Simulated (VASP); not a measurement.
Wanted: the native input for a VASP 6.6.1 run.

| Property | Result |
| --- | --- |
| Task | single point |
| Functional | PBE |
| Dispersion | D3(BJ) |
| Potentials or basis | VASP PAW PBE potentials, release 64 (Mo_sv, S) |
| Cutoff | 520 eV |
| k mesh | 12 × 12 × 4 |
| Occupations | gaussian, width 0.05 eV |
| Spin | no spin polarisation |
| Dipole correction | no |
| Further INCAR settings | ALGO = Normal; EDIFF = 1e-06; NBANDS = 35 |

The structure of MoS2 lies in POSCAR:

```
MoS2
1.0
    3.0864000000      0.0000000000      0.0000000000
   -1.5432000000      2.6729008062      0.0000000000
    0.0000000000      0.0000000000     12.9667000000
Mo S
2 4
Direct
    0.6666666667      0.3333333333      0.2501439769
    0.3333333333      0.6666666667      0.7498560231
    0.3333333333      0.6666666667      0.3795985159
    0.6666666667      0.3333333333      0.8793132861
    0.3333333333      0.6666666667      0.1206867139
    0.6666666667      0.3333333333      0.6204014841
```

One way to write it, as run:

INCAR

```
SYSTEM = MoS2
ALGO = Normal
EDIFF = 1E-6
ENCUT = 520
GGA = PE
ISIF = 2
ISMEAR = 0
IVDW = 12
LASPH = .TRUE.
LCHARG = .TRUE.
LELF = .TRUE.
LREAL = .FALSE.
LVHAR = .TRUE.
LWAVE = .FALSE.
NBANDS = 35
NELM = 100
PREC = Accurate
SIGMA = 0.05
```

KPOINTS

```
k-points
0
G
  12 12 4
  0 0 0
```

Potentials or basis: VASP PAW PBE potentials, release 64 (Mo_sv, S).

Command:

```console
$ cat potpaw_PBE.64/Mo_sv/POTCAR potpaw_PBE.64/S/POTCAR > POTCAR
$ mpirun -np 1 vasp_std > vasp.out
```

Results of the run:

* Pressure: -5.2 GPa
* Largest force: 1.476 eV/Å
* Band gap on the k mesh: 1.02 eV (least direct gap 1.82 eV)
* Dispersion energy per atom: -0.424 eV

Caveat: the stress differs along the axes, from -17 to 1 GPa; forces of over 1 eV/Å act on the atoms, so gaps and moduli don't describe the material at rest.

Wall time 2.6 min on 1 thread of Intel(R) Xeon(R) Platinum 8488C (Sapphire Rapids), with other jobs on the host, peak memory 0.36 GiB.
